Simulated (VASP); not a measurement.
# Pb (Pm-3m) in VASP: further runs, part 2 of 2

VASP 6.6.1. The steps go on from the part before.

## 3. Single point, revPBE (volume scaled by 1.04)

The input, INCAR:

```
  ALGO = Normal
  EDIFF = 1E-6
  ENCUT = 520
  GGA = RE
  ISIF = 2
  ISMEAR = -1
  LASPH = True
  LCHARG = True
  LELF = True
  LREAL = False
  LVHAR = True
  LWAVE = False
  NBANDS = 13
  NELM = 80
  PREC = Accurate
  SIGMA = 0.1
```

The input, KPOINTS:

```
k-points
0
Gamma
  11 11 11
```

The input, POSCAR:

```
Pb
1.0
    3.3280113043      0.0000000000      0.0000000000
    0.0000000000      3.3280113043      0.0000000000
    0.0000000000      0.0000000000      3.3280113043
Pb
1
Direct
    0.0000000000      0.0000000000      0.0000000000
```

Potentials or basis: VASP PAW PBE potentials, release 64 (Pb_d).

Run with:

```sh
$ cat potpaw_PBE.64/Pb_d/POTCAR > POTCAR
$ mpirun -np 1 vasp_std > vasp.out
```

OUTCAR:

```text
EDIFF = 1E-6
   ENCUT = 520
   GGA = RE
   ISIF = 2
   ISMEAR = -1
   LASPH = True
   LREAL = False
   NELM = 80
   PREC = Accurate

 ion  position               nearest neighbor table
   1  0.000  0.000  0.000-

  LATTYP: Found a simple cubic cell.
 ALAT       =     3.3280113043

  Lattice vectors:

 A1 = (   3.3280113043,   0.0000000000,   0.0000000000)
 A2 = (   0.0000000000,   3.3280113043,   0.0000000000)
 A3 = (   0.0000000000,   0.0000000000,   3.3280113043)

Analysis of symmetry for initial positions (statically):
=====================================================================
 Subroutine PRICEL returns:
 Original cell was already a primitive cell.

 Routine SETGRP: Setting up the symmetry group for a
 simple cubic supercell.

 Subroutine GETGRP returns: Found 48 space group operations
 (whereof 48 operations were pure point group operations)
 out of a pool of 48 trial point group operations.

The static configuration has the point symmetry O_h .

Analysis of symmetry for dynamics (positions and initial velocities):
=====================================================================
 Subroutine PRICEL returns:
 Original cell was already a primitive cell.

 Routine SETGRP: Setting up the symmetry group for a
 simple cubic supercell.

 Subroutine GETGRP returns: Found 48 space group operations
 (whereof 48 operations were pure point group operations)
 out of a pool of 48 trial point group operations.

The dynamic configuration has the point symmetry O_h .

 Subroutine INISYM returns: Found 48 space group operations
 (whereof 48 operations are pure point group operations),
 and found     1 'primitive' translations

----------------------------------------------------------------------------------------

                                     Primitive cell

  volume of cell :      36.8599

  direct lattice vectors                    reciprocal lattice vectors
[... 111 lines left out ...]
   LHFCALC =     F    Hartree Fock is set to
   AEXX    =    0.0000 exact exchange contribution
   IVDW    =     0    specifies the selected vdW correction
   LEPSILON=     F    determine dielectric tensor
   LRPA    =     F    only Hartree local field effects (RPA)
 non-spin polarized calculation
  energy-cutoff  :      520.00
  volume of cell :       36.86
 maximum number of plane-waves:      1021
 NGX is ok and might be reduce to    28
   NGX = 13   NGY = 13   NGZ = 13

 number of electron      14.0000003 magnetization

 Free energy of the ion-electron system (eV)
  ---------------------------------------------------
  ext. energy  EPLUGINS =         0.00000000
  ---------------------------------------------------
  free energy    TOTEN  =        -3.05713713 eV

  energy without entropy =       -3.03077292  energy(sigma->0) =       -3.04395503

 E-fermi :   5.1083     XC(G=0):  -9.0947

 val. band max:        5.0896590994   @ k =   0.4545   0.4545   0.3636
 cond. band min:       5.1184990855   @ k =   0.4545   0.3636   0.1818
 fundamental gap:      0.0288399861
 Fermi energy:         5.1083461658

 k-point     1 :       0.0000    0.0000    0.0000
  band No.  band energies     occupation
      1     -11.9938      2.00000
      2     -11.9938      2.00000
      3     -11.5519      2.00000
      4     -11.5519      2.00000
      5     -11.5519      2.00000
      6      -5.5520      2.00000
      7       9.7585      0.00000
      8       9.7585      0.00000
      9       9.7585      0.00000
     10      12.3617      0.00000
     11      13.9808      0.00000
     12      13.9808      0.00000
     13      22.6210      0.00000
[... 354 lines left out ...]
  band No.  band energies     occupation
      1     -11.9391      2.00000
      2     -11.7786      2.00000
      3     -11.6305      2.00000
      4     -11.6289      2.00000
      5     -11.5650      2.00000
      6      -4.4439      2.00000
      7       4.6116      1.98617
      8       9.4110      0.00000
      9       9.6302      0.00000
     10      15.1913      0.00000
     11      15.7662      0.00000
     12      17.6500      0.00000
     13      17.8492      0.00000

 [... further k-points ...]

------------------------ aborting loop because EDIFF is reached ----------------------------------------

  FORCE on cell =-STRESS in cart. coord.  units (eV):
  Direction    XX          YY          ZZ          XY          YZ          ZX
  --------------------------------------------------------------------------------------
  -------------------------------------------------------------------------------------
  Total       -0.2494966     -0.2494966     -0.2494966      0.0000000     -0.0000000     -0.0000000
  in kB      -10.8447811    -10.8447811    -10.8447811      0.0000000     -0.0000000     -0.0000000
  external PRESSURE =     -10.8447811 kB  Pullay stress =       0.0000000 kB

 VOLUME and BASIS-vectors are now :
 -----------------------------------------------------------------------------
  energy-cutoff  :      520.00
  volume of cell :       36.86
      direct lattice vectors                 reciprocal lattice vectors
     3.328011304  0.000000000  0.000000000     0.300479749  0.000000000  0.000000000
     0.000000000  3.328011304  0.000000000     0.000000000  0.300479749  0.000000000
     0.000000000  0.000000000  3.328011304     0.000000000  0.000000000  0.300479749

 POSITION                                       TOTAL-FORCE (eV/Angst)
 -----------------------------------------------------------------------------------
      0.00000      0.00000      0.00000         0.000000      0.000000      0.000000
 -----------------------------------------------------------------------------------
    total drift:                                0.000000      0.000000     -0.000000

  FREE ENERGIE OF THE ION-ELECTRON SYSTEM (eV)
  ---------------------------------------------------
  free  energy   TOTEN  =        -3.0571371329 eV

  energy  without entropy=       -3.0307729244  energy(sigma->0) =       -3.04395503
```

stdout:

```text
POSCAR found type information on POSCAR Pb
 POSCAR found :  1 types and       1 ions
 scaLAPACK will be used
 -----------------------------------------------------------------------------
|                                                                             |
|                                                                             |
|     You enforced a specific xc type in the INCAR file but a different       |
|     I HOPE YOU KNOW WHAT YOU ARE DOING!                                     |
|                                                                             |
 -----------------------------------------------------------------------------

 LDA part: xc-table for (Slater+PW92), standard interpolation
 POSCAR, INCAR and KPOINTS ok, starting setup
 FFT: planning ... GRIDC
 FFT: planning ... GRID_SOFT
 FFT: planning ... GRID
 WAVECAR not read
 entering main loop
```

Wall time 14 s (1 thread of AMD EPYC 7R13 (Zen 3), shared host); peak memory 0.14 GiB.

What came out:

```yaml
Free_energy: -3.0571 eV
Pressure: -1.1 GPa
Band_gap_on_the_k_mesh: zero (band 7 reaches 9.76 eV, above the bottom of band 8 at 3.66 eV)
```

Caveat: the PAW data sets were made with another functional, which shifts forces and pressure a little; spin-orbit coupling is left out, which moves the levels of the heavy elements.

## 4. Single point, revPBE (volume scaled by 1.08)

The input, INCAR:

```
SYSTEM = Pb
ALGO = Normal ; EDIFF = 1E-6
ENCUT = 520 ; GGA = RE
ISIF = 2 ; ISMEAR = -1
LASPH = .True. ; LCHARG = .False.
LREAL = .False. ; LWAVE = .False.
NBANDS = 13 ; NELM = 80
PREC = Accurate ; SIGMA = 0.1
```

The input, KPOINTS:

```
k-points
0
Gamma
  11 11 11
  0 0 0
```

The input, POSCAR:

```
Pb
1.0
    3.3701425022      0.0000000000      0.0000000000
    0.0000000000      3.3701425022      0.0000000000
    0.0000000000      0.0000000000      3.3701425022
Pb
1
Direct
    0.0000000000      0.0000000000      0.0000000000
```

Run with:

```sh
$ cat potpaw_PBE.64/Pb_d/POTCAR > POTCAR
$ mpirun -np 1 vasp_std > vasp.out
```

It took 13 s on 1 thread of AMD EPYC 7R13 (Zen 3), shared host; peak memory 0.14 GiB.

It converged, with:

```yaml
Free_energy: -3.0438 eV
Pressure: -2.0 GPa
Band_gap_on_the_k_mesh: zero (band 7 reaches 9.28 eV, above the bottom of band 8 at 3.39 eV)
```

Levels at points of the mesh, in eV from the Fermi level:
| k point | band 4 | band 5 | band 6 | band 7 | band 8 | band 9 | band 10 | band 11 |
| --- | --- | --- | --- | --- | --- | --- | --- | --- |
| (0.00, 0.00, 0.00) | -16.67 | -16.67 | -10.47 | 4.51 | 4.51 | 4.51 | 7.00 | 8.69 |

Caveat: the PAW data sets were made with another functional, which shifts forces and pressure a little; spin-orbit coupling is left out, which moves the levels of the heavy elements.

## 5. The runs side by side

| cell | gap on the mesh (eV) | pressure (GPa) |
| --- | --- | --- |
| a = 3.285 Å, 1 atom | none | 0.0 |
| a = 3.328 Å, 1 atom | none | -1.1 |
| a = 3.370 Å, 1 atom | none | -2.0 |

Alike in all rows: task single point; level revPBE; potentials or basis VASP PAW PBE potentials, release 64 (Pb_d); no spin polarisation; k mesh 11 × 11 × 11; cutoff (eV) 520; smearing fermi-dirac 0.1 eV.

Caveats: the PAW data sets were made with another functional, which shifts forces and pressure a little; spin-orbit coupling is left out, which moves the levels of the heavy elements.

Absolute energies hang on the potentials; compare differences alone.
